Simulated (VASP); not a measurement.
# Cs (Im-3m) in VASP: further runs

Cs is run at these levels: LDA; tasks: single point.

Program: VASP 6.6.1. These are calculated values, not measurements. Logs are shortened: lines on timing, memory, paths and dates and some standing lists are left out, and cuts for length are marked.

## (1) The cell of the first run

Symmetry: Im-3m, No. 229, cubic system. The conventional cell has a = 6.298 Å, b = 6.298 Å, c = 6.298 Å, α = 90.00°, β = 90.00°, γ = 90.00°.

## (2) Single point, LDA

INCAR reads:

```
SYSTEM = Cs
PREC = Accurate
ENCUT = 500
EDIFF = 1E-6
ISMEAR = -1
SIGMA = 0.05
LREAL = .False.
LASPH = .True.
NELM = 120
ALGO = Normal
ISIF = 2
LWAVE = .False.
LCHARG = .False.
GGA = CA
NBANDS = 10
GGA_COMPAT = .False.
```

KPOINTS reads:

```
Automatic mesh
0
Gamma
  6 6 6
  0 0 0
```

POSCAR reads:

```
Cs
1.0
   -3.1491839769      3.1491839769      3.1491839769
    3.1491839769     -3.1491839769      3.1491839769
    3.1491839769      3.1491839769     -3.1491839769
Cs
1
Direct
    0.0000000000      0.0000000000      0.0000000000
```

Potentials or basis: VASP PAW LDA potentials, release 64 (Cs_sv).

Launch:

```bash
> cat potpaw_LDA.64/Cs_sv/POTCAR > POTCAR
> mpirun -np 1 vasp_std > vasp.out
```

OUTCAR:

```text
SYSTEM = Cs
   PREC = Accurate
   ENCUT = 500
   EDIFF = 1E-6
   ISMEAR = -1
   LREAL = .False.
   LASPH = .True.
   NELM = 120
   ISIF = 2
   GGA = CA

 ion  position               nearest neighbor table
   1  0.000  0.000  0.000-

  LATTYP: Found a body centered cubic cell.
 ALAT       =     6.2983679538

  Lattice vectors:

 A1 = (  -3.1491839769,   3.1491839769,   3.1491839769)
 A2 = (   3.1491839769,  -3.1491839769,   3.1491839769)
 A3 = (   3.1491839769,   3.1491839769,  -3.1491839769)

Analysis of symmetry for initial positions (statically):
=====================================================================
 Subroutine PRICEL returns:
 Original cell was already a primitive cell.

 Routine SETGRP: Setting up the symmetry group for a
 body centered cubic supercell.

 Subroutine GETGRP returns: Found 48 space group operations
 (whereof 48 operations were pure point group operations)
 out of a pool of 48 trial point group operations.

The static configuration has the point symmetry O_h .

Analysis of symmetry for dynamics (positions and initial velocities):
=====================================================================
 Subroutine PRICEL returns:
 Original cell was already a primitive cell.

 Routine SETGRP: Setting up the symmetry group for a
 body centered cubic supercell.

 Subroutine GETGRP returns: Found 48 space group operations
 (whereof 48 operations were pure point group operations)
 out of a pool of 48 trial point group operations.

The dynamic configuration has the point symmetry O_h .

 Subroutine INISYM returns: Found 48 space group operations
 (whereof 48 operations are pure point group operations),
 and found     1 'primitive' translations

----------------------------------------------------------------------------------------

                                     Primitive cell

  volume of cell :     124.9264

  direct lattice vectors                    reciprocal lattice vectors
    -3.149183977  3.149183977  3.149183977     0.000000000  0.158771289  0.158771289
     3.149183977 -3.149183977  3.149183977     0.158771289  0.000000000  0.158771289
     3.149183977  3.149183977 -3.149183977     0.158771289  0.158771289  0.000000000

  length of vectors
     5.454546650  5.454546650  5.454546650     0.224536511  0.224536511  0.224536511

  position of ions in fractional coordinates (direct lattice)
     0.000000000  0.000000000  0.000000000

  ion indices of the primitive-cell ions
   primitive index   ion index
                 1           1

----------------------------------------------------------------------------------------

 KPOINTS: Automatic mesh

Automatic generation of k-mesh.
 Grid dimensions read from file:
 generate k-points for:    6    6    6

 Generating k-lattice:

  Cartesian coordinates                     Fractional coordinates (reciprocal lattice)
     0.000000000  0.026461882  0.026461882     0.166666667  0.000000000  0.000000000
     0.026461882  0.000000000  0.026461882     0.000000000  0.166666667  0.000000000
     0.026461882  0.026461882  0.000000000     0.000000000  0.000000000  0.166666667

  Length of vectors
     0.037422752  0.037422752  0.037422752

  Shift w.r.t. Gamma in fractional coordinates (k-lattice)
     0.000000000  0.000000000  0.000000000

 Subroutine IBZKPT returns following result:
 ===========================================

 Found     16 irreducible k-points:

 Following reciprocal coordinates:
            Coordinates               Weight
  0.000000  0.000000  0.000000      1.000000
  0.166667  0.000000  0.000000     12.000000
  0.333333  0.000000  0.000000     12.000000
  0.500000  0.000000  0.000000      6.000000
  0.166667  0.166667  0.000000     24.000000
  0.333333  0.166667  0.000000     48.000000
[... 8 lines left out ...]
  0.500000  0.500000  0.333333     12.000000
  0.500000  0.500000  0.500000      1.000000
   k-points           NKPTS =     16   k-points in BZ     NKDIM =     16   number of bands    NBANDS=     10
   number of dos      NEDOS =    301   number of ions     NIONS =      1
   total plane-waves  NPLWV =  64000
   dimension x,y,z NGX =    40 NGY =   40 NGZ =   40
   dimension x,y,z NGXF=    80 NGYF=   80 NGZF=   80
   ions per type =               1
   NGX,Y,Z   is equivalent  to a cutoff of  12.19, 12.19, 12.19 a.u.
   NGXF,Y,Z  is equivalent  to a cutoff of  24.38, 24.38, 24.38 a.u.
 SYSTEM =  Cs
   PREC   = accura    normal or accurate (medium, high low for compatibility)
   ISTART =      0    job   : 0-new  1-cont  2-samecut
   ICHARG =      2    charge: 1-file 2-atom 10-const
   ISPIN  =      1    spin polarized calculation?
   LNONCOLLINEAR =      F non collinear calculations
   LSORBIT =      F    spin-orbit coupling
   LASPH  =      T    aspherical Exc in radial PAW
   ENCUT  =  500.0 eV  36.75 Ry    6.06 a.u.   9.94  9.94  9.94*2*pi/ulx,y,z
   NELM   =    120;   NELMIN=  2; NELMDL= -5     # of ELM steps
   EDIFF  = 0.1E-05   stopping-criterion for ELM
   LREAL  =      F    real-space projection
   EDIFFG = 0.1E-04   stopping-criterion for IOM
   NSW    =      0    number of steps for IOM
   IBRION =     -1    ionic relax: 0-MD 1-quasi-New 2-CG
   NFREE  =      0    steps in history (QN), initial steepest desc. (CG)
   ISIF   =      2    stress and relaxation
   ISYM   =      2    0-nonsym 1-usesym 2-fastsym
   POTIM  = 0.5000    time-step for ionic-motion
   TEBEG  =    0.0;   TEEND  =   0.0 temperature during run
   PSTRESS=    0.0 pullay stress
   NELECT =       9.0000    total number of electrons
   NUPDOWN=      -1.0000    fix difference up-down
   EMIN   =  10.00;   EMAX   =-10.00  energy-range for DOS
   EFERMI =   0.00;   METHOD = LEGACY
   ISMEAR =    -1;   SIGMA  =   0.05  broadening in eV -4-tet -1-fermi 0-gaus
   EFERMI_NEDOS =   21; number of points for ismear=-14 and -15
   IALGO  =     38    algorithm
   IMIX   =      4    mixing-type and parameters
     AMIX     =   0.40;   BMIX     =  1.00
     AMIX_MAG =   1.60;   BMIX_MAG =  1.00
  volume/ion in A,a.u.               =     124.93       843.04
  Fermi-wavevector in a.u.,A,eV,Ry     =   0.681194  1.287270  6.313452  0.464026
  Thomas-Fermi vector in A             =   1.759906
   LORBIT       =      0    0 simple, 1 ext, 2 COOP (PROOUT), +10 PAW based schemes
   GGA     = CA    functional components
   LHFCALC =     F    Hartree Fock is set to
   AEXX    =    0.0000 exact exchange contribution
   IVDW    =     0    specifies the selected vdW correction
   LEPSILON=     F    determine dielectric tensor
   LRPA    =     F    only Hartree local field effects (RPA)
 non-spin polarized calculation
  energy-cutoff  :      500.00
  volume of cell :      124.93
 maximum number of plane-waves:      3252
   NGX = 19   NGY = 19   NGZ = 19

 number of electron       8.9999997 magnetization

 Free energy of the ion-electron system (eV)
  ---------------------------------------------------
  ext. energy  EPLUGINS =         0.00000000
  ---------------------------------------------------
  free energy    TOTEN  =        -0.94390754 eV

  energy without entropy =       -0.92577075  energy(sigma->0) =       -0.93483915

 E-fermi :   0.0965     XC(G=0):  -5.3352

 val. band max:       -0.0230057734   @ k =   0.1667   0.1667   0.1667
 cond. band min:       0.1142849425   @ k =   0.3333   0.1667   0.0000
 fundamental gap:      0.1372907159
 Fermi energy:         0.0965439090

 k-point     1 :       0.0000    0.0000    0.0000
  band No.  band energies     occupation
      1     -23.7855      2.00000
      2     -10.5314      2.00000
      3     -10.5314      2.00000
      4     -10.5314      2.00000
      5      -1.5054      2.00000
      6       2.4584      0.00000
      7       2.4584      0.00000
      8       2.4584      0.00000
      9       3.2909      0.00000
     10       3.2909      0.00000

 k-point     2 :       0.1667    0.0000    0.0000
  band No.  band energies     occupation
      1     -23.7844      2.00000
      2     -10.5585      2.00000
      3     -10.5405      2.00000
      4     -10.5314      2.00000
      5      -1.2256      2.00000
      6       2.1589      0.00000
      7       2.2095      0.00000
      8       2.7373      0.00000
      9       3.0801      0.00000
     10       3.2707      0.00000

 k-point     3 :       0.3333    0.0000    0.0000
  band No.  band energies     occupation
      1     -23.7821      2.00000
      2     -10.6113      2.00000
      3     -10.5584      2.00000
      4     -10.5313      2.00000
      5      -0.4944      1.99999
      6       1.4321      0.00000
      7       1.8449      0.00000
      8       3.1874      0.00000
      9       3.3993      0.00000
     10       3.5381      0.00000

 k-point     4 :       0.5000    0.0000    0.0000
  band No.  band energies     occupation
      1     -23.7810      2.00000
      2     -10.6371      2.00000
      3     -10.5673      2.00000
      4     -10.5313      2.00000
      5       0.1373      0.61353
      6       0.9515      0.00000
      7       1.6996      0.00000
      8       3.0643      0.00000
      9       3.6698      0.00000
     10       4.3286      0.00000
[... 118 lines left out ...]
 k-point    14 :      -0.3333    0.3333    0.3333
  band No.  band energies     occupation
      1     -23.7793      2.00000
      2     -10.6013      2.00000
      3     -10.5881      2.00000
      4     -10.5881      2.00000
      5       0.3390      0.01554
      6       1.2041      0.00000
      7       2.3934      0.00000
      8       2.3934      0.00000
      9       2.5904      0.00000
     10       3.6142      0.00000

 k-point    15 :       0.5000    0.5000    0.3333
  band No.  band energies     occupation
      1     -23.7783      2.00000
      2     -10.6153      2.00000
      3     -10.5979      2.00000
      4     -10.5892      2.00000
      5       0.8507      0.00000
      6       0.8788      0.00000
      7       2.0497      0.00000
      8       2.4910      0.00000
      9       3.1144      0.00000
     10       4.2281      0.00000

 k-point    16 :       0.5000    0.5000    0.5000
  band No.  band energies     occupation
      1     -23.7774      2.00000
      2     -10.6080      2.00000
      3     -10.6080      2.00000
      4     -10.6080      2.00000
      5       0.8299      0.00000
      6       0.8299      0.00000
      7       2.9084      0.00000
      8       2.9084      0.00000
      9       2.9084      0.00000
     10       3.9770      0.00000

------------------------ aborting loop because EDIFF is reached ----------------------------------------

  FORCE on cell =-STRESS in cart. coord.  units (eV):
  Direction    XX          YY          ZZ          XY          YZ          ZX
  --------------------------------------------------------------------------------------
  -------------------------------------------------------------------------------------
  Total       -0.3301902     -0.3301902     -0.3301902      0.0000000      0.0000000     -0.0000000
  in kB       -4.2346811     -4.2346811     -4.2346811      0.0000000      0.0000000     -0.0000000
  external PRESSURE =      -4.2346811 kB  Pullay stress =       0.0000000 kB

 VOLUME and BASIS-vectors are now :
 -----------------------------------------------------------------------------
  energy-cutoff  :      500.00
  volume of cell :      124.93
      direct lattice vectors                 reciprocal lattice vectors
    -3.149183977  3.149183977  3.149183977     0.000000000  0.158771289  0.158771289
     3.149183977 -3.149183977  3.149183977     0.158771289  0.000000000  0.158771289
     3.149183977  3.149183977 -3.149183977     0.158771289  0.158771289  0.000000000

 POSITION                                       TOTAL-FORCE (eV/Angst)
 -----------------------------------------------------------------------------------
      0.00000      0.00000      0.00000         0.000000      0.000000      0.000000
 -----------------------------------------------------------------------------------
    total drift:                               -0.000000      0.000000      0.000000

  FREE ENERGIE OF THE ION-ELECTRON SYSTEM (eV)
  ---------------------------------------------------
  free  energy   TOTEN  =        -0.9439075437 eV

  energy  without entropy=       -0.9257707477  energy(sigma->0) =       -0.93483915
```

Wall time 22 s (1 thread of AMD EPYC 7R13, shared host); peak memory 0.16 GiB.

What came out:

```yaml
Free_energy: -0.9439 eV
Pressure: -0.4 GPa
```

Caveat: spin-orbit coupling is left out, which moves the levels of the heavy elements.

(Continued in part 2 of 2.)
